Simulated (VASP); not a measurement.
A run of VASP 6.6.1 is set up as follows.

The input POSCAR:

```
SnO
1.0
    3.0897763538      0.0000000000      0.0000000000
    0.0000000000      3.0897763538      0.0000000000
    0.0000000000      0.0000000000      3.0897763538
Sn O
1 1
Direct
    0.0000000000      0.0000000000      0.0000000000
    0.5000000000      0.5000000000      0.5000000000
```

File INCAR.step1:

```
PREC     = Accurate       # precision mode
ENCUT    = 520            # plane-wave cutoff, eV
ISMEAR   = -1             # smearing method
SIGMA    = 0.03           # smearing width, eV
LREAL    = F              # projectors in reciprocal space
LASPH    = T              # aspherical terms in the spheres
NELM     = 100            # most SCF steps
NBANDS   = 17             # bands
GGA      = PE             # functional
ALGO     = Normal         # electronic algorithm
EDIFF    = 1E-4           # SCF threshold, eV
LWAVE    = T              # write WAVECAR
LCHARG   = F              # write CHGCAR
```

INCAR.step2

```
PREC     = Accurate       # precision mode
ENCUT    = 520            # plane-wave cutoff, eV
EDIFF    = 1E-6           # SCF threshold, eV
ISMEAR   = -1             # smearing method
SIGMA    = 0.03           # smearing width, eV
LREAL    = F              # projectors in reciprocal space
LASPH    = T              # aspherical terms in the spheres
NELM     = 100            # most SCF steps
ALGO     = Normal         # electronic algorithm
ISIF     = 2              # what is computed and relaxed
LWAVE    = F              # write WAVECAR
LCHARG   = T              # write CHGCAR
METAGGA  = R2SCAN         # meta-GGA
LMIXTAU  = T            
LUSE_VDW = T            
IVDW_NL  = 2            
BPARAM   = 11.95        
CPARAM   = 0.0093       
LELF     = T              # ELF
LVHAR    = T            
NBANDS   = 17             # bands
ISTART   = 1
```

KPOINTS

```
Automatic mesh
0
Gamma
  10 10 10
```

Potentials or basis: VASP PAW PBE potentials, release 64 (Sn_d, O).

Launch:

```console
$ cat potpaw_PBE.64/Sn_d/POTCAR potpaw_PBE.64/O/POTCAR > POTCAR
$ cp INCAR.step1 INCAR
$ mpirun -np 1 vasp_std > vasp.out
$ cp INCAR.step2 INCAR
$ mpirun -np 1 vasp_std > vasp.out
```

Task: What does it give for the pressure?

Result: 0.1 GPa.

Task: Estimate the band gap on the k mesh.

Result: Zero (band 10 reaches 8.58 eV, above the bottom of band 11 at 8.56 eV).

Caveat: the PAW data sets were made with another functional, which shifts forces and pressure a little; spin-orbit coupling is left out, which moves the levels of the heavy elements.
